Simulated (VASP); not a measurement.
Wanted: the native input for a VASP 6.6.1 run.

- Task: single point
- Functional: PBE
- Potentials or basis: VASP PAW PBE potentials, release 64 (B, N)
- Cutoff: 520 eV
- k mesh: 12 × 12 × 4
- Occupations: fermi-dirac, width 0.02 eV
- Spin: no spin polarisation
- Dipole correction: no
- Further INCAR settings: ALGO = Normal; EDIFF = 1e-07; NBANDS = 16

The structure of BN lies in POSCAR:

```
BN
1.0
    2.5008381222     -0.0060020115      0.0000000000
   -1.2556169555      2.1687903504      0.0000000000
    0.0000000000      0.0000000000      6.8931397728
B N
2 2
Direct
    0.3325017823      0.6666577219      0.2500000000
    0.6674982177      0.3333422781      0.7500000000
    0.6652800069      0.3333195100      0.2500000000
    0.3347199931      0.6666804900      0.7500000000
```

This cell differs from its parent crystal: shear xy strain -0.5%.

The input as run:

INCAR

```
  ALGO = Normal
  EDIFF = 1E-7
  ENCUT = 520
  GGA = PE
  ISIF = 2
  ISMEAR = -1
  LASPH = T
  LCHARG = F
  LREAL = F
  LWAVE = F
  NBANDS = 16
  NELM = 100
  PREC = Accurate
  SIGMA = 0.02
```

KPOINTS

```
k-points
0
Gamma
  12 12 4
```

Potentials or basis: VASP PAW PBE potentials, release 64 (B, N).

Command:

```bash
$ cat potpaw_PBE.64/B/POTCAR potpaw_PBE.64/N/POTCAR > POTCAR
$ mpirun -np 1 vasp_std > vasp.out
```

Results of the run:

```yaml
Pressure: 3.9 GPa
Largest_force: 0.004 eV/Å
Band_gap_on_the_k_mesh: 4.32 eV, indirect (least direct gap 4.66 eV)
```

Caveat: the cell differs from its parent crystal (shear xy strain -0.5%); this functional lacks dispersion, which binds the layers, so the pressure and a relaxed spacing across them are unreliable.

It took 120 s on 1 thread of Intel(R) Xeon(R) Platinum 8259CL CPU @ 2.50GHz (Skylake/Cascade Lake), with other jobs on the host, peak memory 0.23 GiB.
